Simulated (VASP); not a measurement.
# Zr3CN3 in VASP: further runs

Runs on Zr3CN3. Level: PBE. Tasks: single point.

Everything below comes from runs of VASP 6.6.1. Logs are shortened: lines on timing, memory, paths and dates and some standing lists are left out, and cuts for length are marked.

### 1 The cell of the first run

It takes space group Pm-3m (No. 221, cubic). Conventional cell: a = 4.551 Å, b = 4.551 Å, c = 4.551 Å, α = 90.00°, β = 90.00°, γ = 90.00°. Within 3.0 Å of Zr (site symmetry 4/mmm) lie 2 C at 2.28 Å and 4 N at 2.28 Å. C (site symmetry m-3m) has 6 Zr at 2.28 Å within 3.0 Å. Within 3.0 Å of N (site symmetry 4/mmm) lie 4 Zr at 2.28 Å.

### 2 Single point, PBE

File INCAR:

```
SYSTEM = Zr3CN3
  PREC = Accurate
  ENCUT = 520
  EDIFF = 1E-7
  ISMEAR = 0
  SIGMA = 0.2
  LREAL = .False.
  LASPH = .True.
  NELM = 100
  ALGO = Normal
  ISIF = 2
  LWAVE = .False.
  LCHARG = .False.
  GGA = PE
  NBANDS = 36
```

File KPOINTS:

```
Automatic mesh
0
Gamma
  6 6 6
  0 0 0
```

File POSCAR:

```
Zr3CN3
1.0
    4.5510305199      0.0000000000      0.0000000000
    0.0000000000      4.5510305199      0.0000000000
    0.0000000000      0.0000000000      4.5510305199
Zr C N
3 1 3
Direct
    0.5000000000      0.0000000000      0.0000000000
    0.0000000000      0.5000000000      0.0000000000
    0.0000000000      0.0000000000      0.5000000000
    0.0000000000      0.0000000000      0.0000000000
    0.0000000000      0.5000000000      0.5000000000
    0.5000000000      0.0000000000      0.5000000000
    0.5000000000      0.5000000000      0.0000000000
```

Potentials or basis: VASP PAW PBE potentials, release 64 (Zr_sv, C, N).

The run is started by

```sh
$ cat potpaw_PBE.64/Zr_sv/POTCAR potpaw_PBE.64/C/POTCAR potpaw_PBE.64/N/POTCAR > POTCAR
$ mpirun -np 1 vasp_std > vasp.out
```

OUTCAR:

```text
SYSTEM = Zr3CN3
   PREC = Accurate
   ENCUT = 520
   EDIFF = 1E-7
   ISMEAR = 0
   LREAL = .False.
   LASPH = .True.
   NELM = 100
   ISIF = 2
   GGA = PE

 ion  position               nearest neighbor table
   1  0.500  0.000  0.000-   4 2.28   6 2.28   7 2.28   6 2.28   7 2.28   4 2.28   3 3.22   2 3.22
                             2 3.22   2 3.22   3 3.22   3 3.22   3 3.22   2 3.22
   2  0.000  0.500  0.000-   4 2.28   5 2.28   7 2.28   5 2.28   4 2.28   7 2.28   3 3.22   1 3.22
                             3 3.22   1 3.22   3 3.22   1 3.22   3 3.22   1 3.22
   3  0.000  0.000  0.500-   4 2.28   5 2.28   6 2.28   4 2.28   5 2.28   6 2.28   2 3.22   2 3.22
                             2 3.22   1 3.22   2 3.22   1 3.22   1 3.22   1 3.22
   4  0.000  0.000  0.000-   1 2.28   2 2.28   3 2.28   3 2.28   2 2.28   1 2.28
   5  0.000  0.500  0.500-   2 2.28   3 2.28   2 2.28   3 2.28
   6  0.500  0.000  0.500-   1 2.28   3 2.28   1 2.28   3 2.28
   7  0.500  0.500  0.000-   1 2.28   2 2.28   1 2.28   2 2.28

  LATTYP: Found a simple cubic cell.
 ALAT       =     4.5510305199

  Lattice vectors:

 A1 = (   4.5510305199,   0.0000000000,   0.0000000000)
 A2 = (   0.0000000000,   4.5510305199,   0.0000000000)
 A3 = (   0.0000000000,   0.0000000000,   4.5510305199)

Analysis of symmetry for initial positions (statically):
=====================================================================
 Subroutine PRICEL returns:
 Original cell was already a primitive cell.

 Routine SETGRP: Setting up the symmetry group for a
 simple cubic supercell.

 Subroutine GETGRP returns: Found 48 space group operations
 (whereof 48 operations were pure point group operations)
 out of a pool of 48 trial point group operations.

The static configuration has the point symmetry O_h .

Analysis of symmetry for dynamics (positions and initial velocities):
=====================================================================
 Subroutine PRICEL returns:
 Original cell was already a primitive cell.

 Routine SETGRP: Setting up the symmetry group for a
 simple cubic supercell.

 Subroutine GETGRP returns: Found 48 space group operations
 (whereof 48 operations were pure point group operations)
 out of a pool of 48 trial point group operations.

The dynamic configuration has the point symmetry O_h .

 Subroutine INISYM returns: Found 48 space group operations
 (whereof 48 operations are pure point group operations),
 and found     1 'primitive' translations

----------------------------------------------------------------------------------------

                                     Primitive cell

  volume of cell :      94.2604

  direct lattice vectors                    reciprocal lattice vectors
     4.551030520  0.000000000  0.000000000     0.219730453  0.000000000  0.000000000
     0.000000000  4.551030520  0.000000000     0.000000000  0.219730453  0.000000000
     0.000000000  0.000000000  4.551030520     0.000000000  0.000000000  0.219730453

  length of vectors
     4.551030520  4.551030520  4.551030520     0.219730453  0.219730453  0.219730453

  position of ions in fractional coordinates (direct lattice)
     0.500000000  0.000000000  0.000000000
     0.000000000  0.500000000  0.000000000
     0.000000000  0.000000000  0.500000000
     0.000000000  0.000000000  0.000000000
     0.000000000  0.500000000  0.500000000
     0.500000000  0.000000000  0.500000000
     0.500000000  0.500000000  0.000000000

  ion indices of the primitive-cell ions
   primitive index   ion index
                 1           1
                 2           2
                 3           3
                 4           4
                 5           5
                 6           6
                 7           7

----------------------------------------------------------------------------------------

 KPOINTS: Automatic mesh

Automatic generation of k-mesh.
 Grid dimensions read from file:
 generate k-points for:    6    6    6

 Generating k-lattice:

  Cartesian coordinates                     Fractional coordinates (reciprocal lattice)
     0.036621742  0.000000000  0.000000000     0.166666667  0.000000000  0.000000000
     0.000000000  0.036621742  0.000000000     0.000000000  0.166666667  0.000000000
     0.000000000  0.000000000  0.036621742     0.000000000  0.000000000  0.166666667

  Length of vectors
     0.036621742  0.036621742  0.036621742

  Shift w.r.t. Gamma in fractional coordinates (k-lattice)
     0.000000000  0.000000000  0.000000000

 Subroutine IBZKPT returns following result:
 ===========================================

 Found     20 irreducible k-points:

 Following reciprocal coordinates:
            Coordinates               Weight
  0.000000  0.000000  0.000000      1.000000
  0.166667  0.000000  0.000000      6.000000
  0.333333  0.000000  0.000000      6.000000
  0.500000  0.000000  0.000000      3.000000
  0.166667  0.166667  0.000000     12.000000
  0.333333  0.166667  0.000000     24.000000
[... 12 lines left out ...]
  0.500000  0.500000  0.333333      6.000000
  0.500000  0.500000  0.500000      1.000000
   k-points           NKPTS =     20   k-points in BZ     NKDIM =     20   number of bands    NBANDS=     36
   number of dos      NEDOS =    301   number of ions     NIONS =      7
   total plane-waves  NPLWV =  46656
   dimension x,y,z NGX =    36 NGY =   36 NGZ =   36
   dimension x,y,z NGXF=    72 NGYF=   72 NGZF=   72
   ions per type =               3   1   3
   NGX,Y,Z   is equivalent  to a cutoff of  13.15, 13.15, 13.15 a.u.
   NGXF,Y,Z  is equivalent  to a cutoff of  26.30, 26.30, 26.30 a.u.
 SYSTEM =  Zr3CN3
   PREC   = accura    normal or accurate (medium, high low for compatibility)
   ISTART =      0    job   : 0-new  1-cont  2-samecut
   ICHARG =      2    charge: 1-file 2-atom 10-const
   ISPIN  =      1    spin polarized calculation?
   LNONCOLLINEAR =      F non collinear calculations
   LSORBIT =      F    spin-orbit coupling
   LASPH  =      T    aspherical Exc in radial PAW
   ENCUT  =  520.0 eV  38.22 Ry    6.18 a.u.   8.46  8.46  8.46*2*pi/ulx,y,z
   NELM   =    100;   NELMIN=  2; NELMDL= -5     # of ELM steps
   EDIFF  = 0.1E-06   stopping-criterion for ELM
   LREAL  =      F    real-space projection
   EDIFFG = 0.1E-05   stopping-criterion for IOM
   NSW    =      0    number of steps for IOM
   IBRION =     -1    ionic relax: 0-MD 1-quasi-New 2-CG
   NFREE  =      0    steps in history (QN), initial steepest desc. (CG)
   ISIF   =      2    stress and relaxation
   ISYM   =      2    0-nonsym 1-usesym 2-fastsym
   POTIM  = 0.5000    time-step for ionic-motion
   TEBEG  =    0.0;   TEEND  =   0.0 temperature during run
   PSTRESS=    0.0 pullay stress
   NELECT =      55.0000    total number of electrons
   NUPDOWN=      -1.0000    fix difference up-down
   EMIN   =  10.00;   EMAX   =-10.00  energy-range for DOS
   EFERMI =   0.00;   METHOD = LEGACY
   ISMEAR =     0;   SIGMA  =   0.20  broadening in eV -4-tet -1-fermi 0-gaus
   EFERMI_NEDOS =   21; number of points for ismear=-14 and -15
   IALGO  =     38    algorithm
   IMIX   =      4    mixing-type and parameters
     AMIX     =   0.40;   BMIX     =  1.00
     AMIX_MAG =   1.60;   BMIX_MAG =  1.00
  volume/ion in A,a.u.               =      13.47        90.87
  Fermi-wavevector in a.u.,A,eV,Ry     =   1.368000  2.585144 25.462255  1.871423
  Thomas-Fermi vector in A             =   2.494003
   LORBIT       =      0    0 simple, 1 ext, 2 COOP (PROOUT), +10 PAW based schemes
   GGA     = PE    functional components
   LHFCALC =     F    Hartree Fock is set to
   AEXX    =    0.0000 exact exchange contribution
   IVDW    =     0    specifies the selected vdW correction
   LEPSILON=     F    determine dielectric tensor
   LRPA    =     F    only Hartree local field effects (RPA)
 non-spin polarized calculation
 Gauss-broadening in eV      SIGMA  =   0.20
  energy-cutoff  :      520.00
  volume of cell :       94.26
 maximum number of plane-waves:      2562
 NGX is ok and might be reduce to    36
   NGX = 17   NGY = 17   NGZ = 17

 number of electron      55.0000003 magnetization

 Free energy of the ion-electron system (eV)
  ---------------------------------------------------
  ext. energy  EPLUGINS =         0.00000000
  ---------------------------------------------------
  free energy    TOTEN  =       -66.17051162 eV

  energy without entropy =      -66.09743049  energy(sigma->0) =      -66.13397106

 E-fermi :   7.1087     XC(G=0): -11.3759

 val. band max:        7.0997834098   @ k =   0.0000   0.0000   0.0000
 cond. band min:       7.1235825067   @ k =   0.1667   0.0000   0.0000
 fundamental gap:      0.0237990969
 Fermi energy:         7.1087047137

 k-point     1 :       0.0000    0.0000    0.0000
  band No.  band energies     occupation
      1     -40.7666      2.00000
      2     -40.6172      2.00000
      3     -40.6172      2.00000
      4     -19.1871      2.00000
      5     -19.1871      2.00000
      6     -19.1871      2.00000
[... 28 lines left out ...]
     35      11.0217      0.00000
     36      11.0217      0.00000

 k-point     2 :       0.1667    0.0000    0.0000
  band No.  band energies     occupation
      1     -40.7578      2.00000
      2     -40.6261      2.00000
      3     -40.6171      2.00000
      4     -19.1624      2.00000
      5     -19.1624      2.00000
      6     -19.1537      2.00000
[... 28 lines left out ...]
     35      11.0910      0.00000
     36      12.1624      0.00000

 k-point     3 :       0.3333    0.0000    0.0000
  band No.  band energies     occupation
      1     -40.7350      2.00000
      2     -40.6489      2.00000
      3     -40.6167      2.00000
      4     -19.1041      2.00000
      5     -19.1041      2.00000
      6     -19.0545      2.00000
[... 28 lines left out ...]
     35      11.6508      0.00000
     36      12.6297      0.00000

 k-point     4 :       0.5000    0.0000    0.0000
  band No.  band energies     occupation
      1     -40.7167      2.00000
      2     -40.6672      2.00000
      3     -40.6166      2.00000
      4     -19.0673      2.00000
      5     -19.0673      2.00000
      6     -18.9124      2.00000
[... 28 lines left out ...]
     35      11.6104      0.00000
     36      12.2173      0.00000

 k-point     5 :       0.1667    0.1667    0.0000
  band No.  band energies     occupation
      1     -40.7495      2.00000
      2     -40.6296      2.00000
      3     -40.6217      2.00000
      4     -19.1997      2.00000
      5     -19.1370      2.00000
      6     -19.0692      2.00000
[... 499 lines left out ...]
 k-point    18 :       0.5000    0.3333    0.3333
  band No.  band energies     occupation
      1     -40.6785      2.00000
      2     -40.6660      2.00000
      3     -40.6534      2.00000
      4     -19.4788      2.00000
      5     -19.1272      2.00000
      6     -19.1118      2.00000
[... 28 lines left out ...]
     35      12.4345      0.00000
     36      12.5099      0.00000

 k-point    19 :       0.5000    0.5000    0.3333
  band No.  band energies     occupation
      1     -40.6658      2.00000
      2     -40.6658      2.00000
      3     -40.6658      2.00000
      4     -19.5304      2.00000
      5     -19.1709      2.00000
      6     -19.1187      2.00000
[... 28 lines left out ...]
     35      12.4622      0.00000
     36      12.4625      0.00000

 k-point    20 :       0.5000    0.5000    0.5000
  band No.  band energies     occupation
      1     -40.6656      2.00000
      2     -40.6656      2.00000
      3     -40.6656      2.00000
      4     -19.5893      2.00000
      5     -19.1701      2.00000
      6     -19.1701      2.00000
[... 28 lines left out ...]
     35      12.6378      0.00000
     36      12.7196      0.00000

------------------------ aborting loop because EDIFF is reached ----------------------------------------

  FORCE on cell =-STRESS in cart. coord.  units (eV):
  Direction    XX          YY          ZZ          XY          YZ          ZX
  --------------------------------------------------------------------------------------
  -------------------------------------------------------------------------------------
  Total        0.1047377      0.1047377      0.1047377      0.0000000     -0.0000000      0.0000000
  in kB        1.7802640      1.7802640      1.7802640      0.0000000     -0.0000000      0.0000000
  external PRESSURE =       1.7802640 kB  Pullay stress =       0.0000000 kB

 VOLUME and BASIS-vectors are now :
 -----------------------------------------------------------------------------
  energy-cutoff  :      520.00
  volume of cell :       94.26
      direct lattice vectors                 reciprocal lattice vectors
     4.551030520  0.000000000  0.000000000     0.219730453  0.000000000  0.000000000
     0.000000000  4.551030520  0.000000000     0.000000000  0.219730453  0.000000000
     0.000000000  0.000000000  4.551030520     0.000000000  0.000000000  0.219730453

 POSITION                                       TOTAL-FORCE (eV/Angst)
 -----------------------------------------------------------------------------------
      2.27552      0.00000      0.00000         0.000000      0.000000      0.000000
      0.00000      2.27552      0.00000         0.000000      0.000000      0.000000
      0.00000      0.00000      2.27552         0.000000      0.000000      0.000000
      0.00000      0.00000      0.00000         0.000000      0.000000      0.000000
      0.00000      2.27552      2.27552         0.000000      0.000000      0.000000
      2.27552      0.00000      2.27552         0.000000      0.000000      0.000000
      2.27552      2.27552      0.00000         0.000000      0.000000      0.000000
 -----------------------------------------------------------------------------------
    total drift:                                0.000000     -0.000000     -0.000000

  FREE ENERGIE OF THE ION-ELECTRON SYSTEM (eV)
  ---------------------------------------------------
  free  energy   TOTEN  =       -66.1705116219 eV

  energy  without entropy=      -66.0974304923  energy(sigma->0) =      -66.13397106
```

Wall time 60 s (1 thread of Intel Xeon Platinum 8259CL at 2.50GHz (Skylake/Cascade Lake), shared host); peak memory 0.23 GiB.

Results:

```
Free energy            : -66.1705 eV
Pressure               : 0.2 GPa
Band gap on the k mesh : zero (an odd number of electrons rules out a gap without spin polarisation)
```

### 3 Single point, PBE

File INCAR:

```
SYSTEM = Zr3CN3
PREC = Accurate
ENCUT = 520
EDIFF = 1E-7
ISMEAR = 0
SIGMA = 0.2
LREAL = .FALSE.
LASPH = .TRUE.
NELM = 60
ALGO = Normal
ISIF = 2
LWAVE = .FALSE.
LCHARG = .FALSE.
GGA = PE
NBANDS = 36
```

File KPOINTS:

```
regular mesh
0
G
  6 6 6
  0 0 0
```

File POSCAR:

```
Zr3CN3
1.0
    4.5495559396     -0.0002739496      0.0010004282
   -0.0002719687      4.5515998272     -0.0004492700
    0.0009998463     -0.0004480777      4.5508348680
Zr C N
3 1 3
Direct
    0.4999935467      0.0001018434     -0.0000026710
   -0.0000060358      0.5000050448      0.0000090063
   -0.0000140527     -0.0000900452      0.5000012383
    0.0000064713     -0.0000021681      0.0000002245
    0.0000047644      0.5001281384      0.4999902032
    0.5000120556     -0.0000026078      0.5000071066
    0.5000032503      0.4998597944     -0.0000051080
```

Potentials or basis: VASP PAW PBE potentials, release 64 (Zr_sv, C, N).

The run is started by

```sh
$ cat potpaw_PBE.64/Zr_sv/POTCAR potpaw_PBE.64/C/POTCAR potpaw_PBE.64/N/POTCAR > POTCAR
$ mpirun -np 1 vasp_std > vasp.out
```

Wall time 5.4 min (1 thread of Intel Xeon Platinum 8259CL at 2.50GHz (Skylake/Cascade Lake), shared host); peak memory 0.42 GiB.

The run converged. Its results:

| Quantity | Value |
| --- | --- |
| Free energy | -66.1705 eV |
| Pressure | 0.2 GPa |
| Band gap on the k mesh | zero (an odd number of electrons rules out a gap without spin polarisation) |

Forces in eV/Å, atoms in the order of the input:
```
Zr   0.001 -0.002  0.000
Zr   0.000  0.000  0.000
Zr   0.000  0.002  0.000
C   -0.001  0.000  0.000
N    0.000 -0.001  0.000
N    0.000  0.000  0.000
N    0.000  0.002  0.000
```

Stress tensor (GPa, compression positive):
```
 0.31  0.01 -0.05
 0.01  0.17  0.02
-0.05  0.02  0.22
```

Levels at points of the mesh, in eV from the Fermi level:
```
           k point  band 26  band 27  band 28  band 29  band 30  band 31
(0.00, 0.00, 0.00)    -0.01    -0.01    -0.01     0.50     0.50     0.50
(0.50, 0.00, 0.00)    -0.62    -0.33    -0.32    -0.32     2.54     3.39
(0.00, 0.50, 0.00)    -0.62    -0.33    -0.32    -0.32     2.54     3.38
(0.50, 0.50, 0.00)    -1.65    -1.64     0.59     3.67     3.69     3.70
(0.00, 0.00, 0.50)    -0.62    -0.33    -0.32    -0.32     2.54     3.38
(0.50, 0.00, 0.50)    -1.65    -1.64     0.60     3.67     3.69     3.70
(0.00, 0.50, 0.50)    -1.64    -1.64     0.59     3.66     3.69     3.69
(0.50, 0.50, 0.50)    -2.83     0.03     0.03     4.96     4.97     4.97
```

The gap in the log of VASP goes by the Fermi energy; the results here count the filled bands.